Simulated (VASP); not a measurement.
# Na (Im-3m) in VASP: further runs

Runs on Na. Level: revPBE. Tasks: single point.

Everything below comes from runs of VASP 6.6.1. Logs are shortened: lines on timing, memory, paths and dates and some standing lists are left out, and cuts for length are marked.

## 1. The cell of the first run

It takes space group Im-3m (No. 229, cubic). Conventional cell: a = 4.166 Å, b = 4.166 Å, c = 4.166 Å, α = 90.00°, β = 90.00°, γ = 90.00°. Within 4.7 Å of Na (site symmetry m-3m) lie 14 Na at 3.61 to 4.17 Å.

## 2. Single point, revPBE (36.15 Å³/atom)

The input, INCAR:

```
SYSTEM = Na
  PREC = Accurate
  ENCUT = 520
  EDIFF = 1E-6
  ISMEAR = -1
  SIGMA = 0.1
  LREAL = .False.
  LASPH = .True.
  NELM = 100
  ALGO = Normal
  ISIF = 2
  LWAVE = .False.
  LCHARG = .False.
  GGA = RE
  NBANDS = 10
```

The input, KPOINTS:

```
Automatic mesh
0
Gamma
  17 17 17
  0 0 0
```

The input, POSCAR:

```
Na
1.0
   -2.0829531698      2.0829531698      2.0829531698
    2.0829531698     -2.0829531698      2.0829531698
    2.0829531698      2.0829531698     -2.0829531698
Na
1
Direct
    0.0000000000      0.0000000000      0.0000000000
```

Potentials or basis: VASP PAW PBE potentials, release 64 (Na_pv).

On the command line:

```console
cat potpaw_PBE.64/Na_pv/POTCAR > POTCAR
mpirun -np 1 vasp_std > vasp.out
```

OUTCAR:

```text
SYSTEM = Na
   PREC = Accurate
   ENCUT = 520
   EDIFF = 1E-6
   ISMEAR = -1
   LREAL = .False.
   LASPH = .True.
   NELM = 100
   ISIF = 2
   GGA = RE

 ion  position               nearest neighbor table
   1  0.000  0.000  0.000-

  LATTYP: Found a body centered cubic cell.
 ALAT       =     4.1659063396

  Lattice vectors:

 A1 = (  -2.0829531698,   2.0829531698,   2.0829531698)
 A2 = (   2.0829531698,  -2.0829531698,   2.0829531698)
 A3 = (   2.0829531698,   2.0829531698,  -2.0829531698)

Analysis of symmetry for initial positions (statically):
=====================================================================
 Subroutine PRICEL returns:
 Original cell was already a primitive cell.

 Routine SETGRP: Setting up the symmetry group for a
 body centered cubic supercell.

 Subroutine GETGRP returns: Found 48 space group operations
 (whereof 48 operations were pure point group operations)
 out of a pool of 48 trial point group operations.

The static configuration has the point symmetry O_h .

Analysis of symmetry for dynamics (positions and initial velocities):
=====================================================================
 Subroutine PRICEL returns:
 Original cell was already a primitive cell.

 Routine SETGRP: Setting up the symmetry group for a
 body centered cubic supercell.

 Subroutine GETGRP returns: Found 48 space group operations
 (whereof 48 operations were pure point group operations)
 out of a pool of 48 trial point group operations.

The dynamic configuration has the point symmetry O_h .

 Subroutine INISYM returns: Found 48 space group operations
 (whereof 48 operations are pure point group operations),
 and found     1 'primitive' translations

----------------------------------------------------------------------------------------

                                     Primitive cell

  volume of cell :      36.1492

  direct lattice vectors                    reciprocal lattice vectors
    -2.082953170  2.082953170  2.082953170     0.000000000  0.240043803  0.240043803
     2.082953170 -2.082953170  2.082953170     0.240043803  0.000000000  0.240043803
     2.082953170  2.082953170 -2.082953170     0.240043803  0.240043803  0.000000000

  length of vectors
     3.607780720  3.607780720  3.607780720     0.339473202  0.339473202  0.339473202

  position of ions in fractional coordinates (direct lattice)
     0.000000000  0.000000000  0.000000000

  ion indices of the primitive-cell ions
   primitive index   ion index
                 1           1

----------------------------------------------------------------------------------------

 KPOINTS: Automatic mesh

Automatic generation of k-mesh.
 Grid dimensions read from file:
 generate k-points for:   17   17   17

 Generating k-lattice:

  Cartesian coordinates                     Fractional coordinates (reciprocal lattice)
     0.000000000  0.014120224  0.014120224     0.058823529  0.000000000  0.000000000
     0.014120224  0.000000000  0.014120224     0.000000000  0.058823529  0.000000000
     0.014120224  0.014120224  0.000000000     0.000000000  0.000000000  0.058823529

  Length of vectors
     0.019969012  0.019969012  0.019969012

  Shift w.r.t. Gamma in fractional coordinates (k-lattice)
     0.000000000  0.000000000  0.000000000

 Subroutine IBZKPT returns following result:
 ===========================================

 Found    165 irreducible k-points:

 Following reciprocal coordinates:
            Coordinates               Weight
  0.000000  0.000000  0.000000      1.000000
  0.058824  0.000000  0.000000     12.000000
  0.117647  0.000000  0.000000     12.000000
  0.176471  0.000000  0.000000     12.000000
  0.235294  0.000000  0.000000     12.000000
  0.294118  0.000000  0.000000     12.000000
[... 16 lines left out ...]
  0.411765  0.117647  0.000000     48.000000
  0.176471  0.176471  0.000000     24.000000
 [... further k-points ...]
   k-points           NKPTS =    165   k-points in BZ     NKDIM =    165   number of bands    NBANDS=     10
   number of dos      NEDOS =    301   number of ions     NIONS =      1
   total plane-waves  NPLWV =  21952
   dimension x,y,z NGX =    28 NGY =   28 NGZ =   28
   dimension x,y,z NGXF=    56 NGYF=   56 NGZF=   56
   ions per type =               1
   NGX,Y,Z   is equivalent  to a cutoff of  12.90, 12.90, 12.90 a.u.
   NGXF,Y,Z  is equivalent  to a cutoff of  25.80, 25.80, 25.80 a.u.
 SYSTEM =  Na
   PREC   = accura    normal or accurate (medium, high low for compatibility)
   ISTART =      0    job   : 0-new  1-cont  2-samecut
   ICHARG =      2    charge: 1-file 2-atom 10-const
   ISPIN  =      1    spin polarized calculation?
   LNONCOLLINEAR =      F non collinear calculations
   LSORBIT =      F    spin-orbit coupling
   LASPH  =      T    aspherical Exc in radial PAW
   ENCUT  =  520.0 eV  38.22 Ry    6.18 a.u.   6.71  6.71  6.71*2*pi/ulx,y,z
   NELM   =    100;   NELMIN=  2; NELMDL= -5     # of ELM steps
   EDIFF  = 0.1E-05   stopping-criterion for ELM
   LREAL  =      F    real-space projection
   EDIFFG = 0.1E-04   stopping-criterion for IOM
   NSW    =      0    number of steps for IOM
   IBRION =     -1    ionic relax: 0-MD 1-quasi-New 2-CG
   NFREE  =      0    steps in history (QN), initial steepest desc. (CG)
   ISIF   =      2    stress and relaxation
   ISYM   =      2    0-nonsym 1-usesym 2-fastsym
   POTIM  = 0.5000    time-step for ionic-motion
   TEBEG  =    0.0;   TEEND  =   0.0 temperature during run
   PSTRESS=    0.0 pullay stress
   NELECT =       7.0000    total number of electrons
   NUPDOWN=      -1.0000    fix difference up-down
   EMIN   =  10.00;   EMAX   =-10.00  energy-range for DOS
   EFERMI =   0.00;   METHOD = LEGACY
   ISMEAR =    -1;   SIGMA  =   0.10  broadening in eV -4-tet -1-fermi 0-gaus
   EFERMI_NEDOS =   21; number of points for ismear=-14 and -15
   IALGO  =     38    algorithm
   IMIX   =      4    mixing-type and parameters
     AMIX     =   0.40;   BMIX     =  1.00
     AMIX_MAG =   1.60;   BMIX_MAG =  1.00
  volume/ion in A,a.u.               =      36.15       243.95
  Fermi-wavevector in a.u.,A,eV,Ry     =   0.947127  1.789810 12.205088  0.897049
  Thomas-Fermi vector in A             =   2.075190
   LORBIT       =      0    0 simple, 1 ext, 2 COOP (PROOUT), +10 PAW based schemes
   GGA     = RE    functional components
   LHFCALC =     F    Hartree Fock is set to
   AEXX    =    0.0000 exact exchange contribution
   IVDW    =     0    specifies the selected vdW correction
   LEPSILON=     F    determine dielectric tensor
   LRPA    =     F    only Hartree local field effects (RPA)
 non-spin polarized calculation
  energy-cutoff  :      520.00
  volume of cell :       36.15
 maximum number of plane-waves:       987
   NGX = 13   NGY = 13   NGZ = 13

 number of electron       6.9999993 magnetization

 Free energy of the ion-electron system (eV)
  ---------------------------------------------------
  ext. energy  EPLUGINS =         0.00000000
  ---------------------------------------------------
  free energy    TOTEN  =        -1.20406125 eV

  energy without entropy =       -1.18830190  energy(sigma->0) =       -1.19618157

 E-fermi :   0.5157     XC(G=0):  -6.4409

 val. band max:        0.4851255903   @ k =  -0.3529   0.4118   0.1765
 cond. band min:       0.5926638692   @ k =   0.4118   0.0588   0.0000
 fundamental gap:      0.1075382789
 Fermi energy:         0.5157229019

 k-point     1 :       0.0000    0.0000    0.0000
  band No.  band energies     occupation
      1     -24.3847      2.00000
      2     -24.3847      2.00000
      3     -24.3847      2.00000
      4      -2.8156      2.00000
      5      12.4538      0.00000
      6      12.4539      0.00000
      7      12.4539      0.00000
      8      13.4085      0.00000
      9      13.4085      0.00000
     10      13.9173      0.00000

 k-point     2 :       0.0588    0.0000    0.0000
  band No.  band energies     occupation
      1     -24.3860      2.00000
      2     -24.3852      2.00000
      3     -24.3847      2.00000
      4      -2.7536      2.00000
      5      11.5423      0.00000
      6      11.9916      0.00000
      7      12.2171      0.00000
      8      12.8322      0.00000
      9      12.9434      0.00000
     10      14.2963      0.00000

 k-point     3 :       0.1176    0.0000    0.0000
  band No.  band energies     occupation
      1     -24.3898      2.00000
      2     -24.3864      2.00000
      3     -24.3847      2.00000
      4      -2.5679      2.00000
      5       9.9808      0.00000
      6      11.2609      0.00000
      7      11.7422      0.00000
      8      12.1214      0.00000
      9      12.7506      0.00000
     10      14.4972      0.00000

 k-point     4 :       0.1765    0.0000    0.0000
  band No.  band energies     occupation
      1     -24.3954      2.00000
      2     -24.3883      2.00000
      3     -24.3847      2.00000
      4      -2.2601      2.00000
      5       8.4375      0.00000
      6      10.5825      0.00000
      7      11.2533      0.00000
      8      11.4956      0.00000
      9      12.4671      0.00000
     10      14.6743      0.00000
[... 222 lines left out ...]
 k-point    22 :       0.3529    0.1176    0.0000
  band No.  band energies     occupation
      1     -24.4190      2.00000
      2     -24.3979      2.00000
      3     -24.3865      2.00000
      4       0.3082      1.77693
      5       3.2980      0.00000
      6       7.1373      0.00000
      7       9.3814      0.00000
      8      11.0759      0.00000
      9      13.1745      0.00000
     10      15.0914      0.00000

 k-point    23 :       0.4118    0.1176    0.0000
  band No.  band energies     occupation
      1     -24.4211      2.00000
      2     -24.3990      2.00000
      3     -24.3865      2.00000
      4       1.1407      0.00385
      5       2.2619      0.00000
      6       7.0227      0.00000
      7       9.2749      0.00000
      8      10.9727      0.00000
      9      13.0994      0.00000
     10      15.6274      0.00000

 k-point    24 :       0.1765    0.1765    0.0000
  band No.  band energies     occupation
      1     -24.4090      2.00000
      2     -24.3928      2.00000
      3     -24.3871      2.00000
      4      -1.1674      2.00000
      5       6.2876      0.00000
      6       7.0751      0.00000
      7       9.8471      0.00000
      8      12.0549      0.00000
      9      13.0980      0.00000
     10      15.4381      0.00000

 [... further k-points ...]

------------------------ aborting loop because EDIFF is reached ----------------------------------------

  FORCE on cell =-STRESS in cart. coord.  units (eV):
  Direction    XX          YY          ZZ          XY          YZ          ZX
  --------------------------------------------------------------------------------------
  -------------------------------------------------------------------------------------
  Total        0.1604568      0.1604568      0.1604568     -0.0000000      0.0000000     -0.0000000
  in kB        7.1116490      7.1116490      7.1116490     -0.0000000      0.0000000     -0.0000000
  external PRESSURE =       7.1116490 kB  Pullay stress =       0.0000000 kB

 VOLUME and BASIS-vectors are now :
 -----------------------------------------------------------------------------
  energy-cutoff  :      520.00
  volume of cell :       36.15
      direct lattice vectors                 reciprocal lattice vectors
    -2.082953170  2.082953170  2.082953170     0.000000000  0.240043803  0.240043803
     2.082953170 -2.082953170  2.082953170     0.240043803  0.000000000  0.240043803
     2.082953170  2.082953170 -2.082953170     0.240043803  0.240043803  0.000000000

 POSITION                                       TOTAL-FORCE (eV/Angst)
 -----------------------------------------------------------------------------------
      0.00000      0.00000      0.00000         0.000000     -0.000000      0.000000
 -----------------------------------------------------------------------------------
    total drift:                               -0.000000     -0.000000     -0.000000

  FREE ENERGIE OF THE ION-ELECTRON SYSTEM (eV)
  ---------------------------------------------------
  free  energy   TOTEN  =        -1.2040612502 eV

  energy  without entropy=       -1.1883018953  energy(sigma->0) =       -1.19618157
```

Run time: 16 s. Hardware: 1 thread of Intel Xeon 6975P-C (Granite Rapids), shared host; peak memory 0.18 GiB.

What came out:

```
Free energy            : -1.2041 eV
Pressure               : 0.7 GPa
Band gap on the k mesh : zero (an odd number of electrons rules out a gap without spin polarisation)
```

Levels at points of the mesh, in eV from the Fermi level:
| k point | band 2 | band 3 | band 4 | band 5 | band 6 | band 7 |
| --- | --- | --- | --- | --- | --- | --- |
| (0.00, 0.00, 0.00) | -24.90 | -24.90 | -3.33 | 11.94 | 11.94 | 11.94 |

Caveat: the PAW data sets were made with another functional, which shifts forces and pressure a little.

## 3. Single point, revPBE (37.72 Å³/atom)

This run uses another cell than the first one, of 37.72 Å³/atom.

The input, INCAR:

```
SYSTEM = Na
PREC     = Accurate       ! precision mode
ENCUT    = 520            ! plane-wave cutoff, eV
EDIFF    = 1E-6           ! SCF threshold, eV
ISMEAR   = -1             ! smearing method
SIGMA    = 0.1            ! smearing width, eV
LREAL    = .FALSE.        ! projectors in reciprocal space
LASPH    = .TRUE.         ! aspherical terms in the spheres
NELM     = 80             ! most SCF steps
ALGO     = Normal         ! electronic algorithm
ISIF     = 2              ! what is computed and relaxed
LWAVE    = .FALSE.        ! write WAVECAR
LCHARG   = .FALSE.        ! write CHGCAR
GGA      = RE             ! functional
NBANDS   = 10             ! bands
```

The input, KPOINTS:

```
Automatic mesh
0
G
  17 17 17
  0 0 0
```

The input, POSCAR:

```
Na
1.0
   -2.1127136645      2.1127136645      2.1127136645
    2.1127136645     -2.1127136645      2.1127136645
    2.1127136645      2.1127136645     -2.1127136645
Na
1
Direct
    0.0000000000      0.0000000000      0.0000000000
```

Potentials or basis: VASP PAW PBE potentials, release 64 (Na_pv).

On the command line:

```console
cat potpaw_PBE.64/Na_pv/POTCAR > POTCAR
mpirun -np 1 vasp_std > vasp.out
```

Run time: 15 s. Hardware: 1 thread of Intel Xeon 6975P-C (Granite Rapids), shared host; peak memory 0.18 GiB.

The run converged. Its results:

| Property | Result |
| --- | --- |
| Free energy | -1.2091 eV |
| Pressure | 0.3 GPa |
| Band gap on the k mesh | zero (an odd number of electrons rules out a gap without spin polarisation) |

Levels at points of the mesh, in eV from the Fermi level:
```tsv
k point	band 2	band 3	band 4	band 5	band 6	band 7
(0.00, 0.00, 0.00)	-24.93	-24.93	-3.24	11.66	11.66	11.66
```

Caveat: the PAW data sets were made with another functional, which shifts forces and pressure a little.
